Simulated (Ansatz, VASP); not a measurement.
## Two plane-wave programs on HfGe3

```
CELL_PARAMETERS angstrom
4.31507 0.00000 0.00000
0.00000 4.18939 0.00000
0.00000 0.00000 4.18939
ATOMIC_POSITIONS crystal
Hf 0.00000 0.00000 0.00000
Ge 0.00000 0.50000 0.50000
Ge 0.50000 0.50000 0.00000
Ge 0.50000 0.00000 0.50000
```

Change from the starting cell: strain e1 = +0.03, atoms carried along.

Alike in both runs: task single point; functional PBE; k mesh 8 × 8 × 8; occupations gaussian, width 0.05 eV; no spin polarisation.

```csv
,VASP,Ansatz
version,VASP 6.6.1,Ansatz 0.2.0
potentials or method,"VASP PAW PBE potentials, release 64 (Hf_pv, Ge_d), cutoff 520 eV","scalar-relativistic, plane waves, PAW"
valence electrons in the cell,52,68
```

|  | VASP | Ansatz | Ansatz less VASP |
| --- | --- | --- | --- |
| gap on the k mesh at the Fermi level (eV) | none | none | - |
| pressure (GPa) | -2.7 | -2.4 | +0.33 |
| traceless stress, the component that is largest in VASP (GPa) | 1.13 | 1.12 | -0.009 |

A gap of «none» marks a metal or a gap that the smearing closes. VASP's potentials hold 52 valence electrons a cell and Ansatz's 68, so a difference there can come from the potentials and not from the codes.

Neither program's run includes spin-orbit coupling.
